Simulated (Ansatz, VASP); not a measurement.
**Two plane-wave programs on CaO**

The input INCAR:

```
SYSTEM = CaO
PREC = Accurate
ENCUT = 520
EDIFF = 1E-7
ISMEAR = 0
SIGMA = 0.01
LREAL = .False.
LASPH = .True.
NELM = 80
ALGO = Normal
ISIF = 2
LWAVE = .False.
LCHARG = .True.
GGA = PE
LELF = .True.
LVHAR = .True.
NBANDS = 24
```

The input KPOINTS:

```
regular mesh
0
Gamma
  9 9 4
  0 0 0
```

POSCAR

```
CaO
1.0
    3.2775180835      0.0000000000      0.0000000000
   -1.6387590417      2.8384139216      0.0000000000
    0.0000000000      0.0000000000      5.7475425552
Ca O
2 2
Direct
    0.0000000000      0.0000000000      0.0000000000
    0.0000000000      0.0000000000      0.5000000000
    0.3333333333      0.6666666667      0.2500000000
    0.6666666667      0.3333333333      0.7500000000
```

Input for Ansatz:

```yaml
crystal:
  lattice:
    - [3.2775180835, 0.0, 0.0]
    - [-1.6387590417, 2.8384139216, 0.0]
    - [0.0, 0.0, 5.7475425552]
  atoms:
    - { symbol: Ca, position: [0.0, 0.0, 0.0] }
    - { symbol: Ca, position: [0.0, 0.0, 0.5] }
    - { symbol: O, position: [0.3333333333, 0.6666666667, 0.25] }
    - { symbol: O, position: [0.6666666667, 0.3333333333, 0.75] }
kpoints:
  mp_grid: { grid: [9, 9, 4] }
hamiltonian:
  xc: pbe
scf:
  occupations: { method: fixed }
  n_extra_bands: 5
output:
  forces: true
  stress: true
  eigenvalues: true
```

Alike in both runs: task single point; functional PBE; k mesh 9 × 9 × 4; no spin polarisation.

```csv
,VASP,Ansatz
version,VASP 6.6.1,Ansatz 0.2.0
potentials or method,"VASP PAW PBE potentials, release 64 (Ca_sv, O)","plane waves, PAW"
plane-wave cutoff (eV),520,420
occupations,"gaussian, width 0.01 eV",fixed
valence electrons in the cell,32,32
```

Ansatz gave:

```
gap on the k mesh at the Fermi level (eV)                     : 3.89
pressure (GPa)                                                : 7.2
traceless stress, the component that is largest in VASP (GPa) : 0.44
```

Problem. What did VASP give for the same quantities?

Solution. gap on the k mesh at the Fermi level (eV): 3.87; pressure (GPa): 7.9; traceless stress, the component that is largest in VASP (GPa): 0.57.
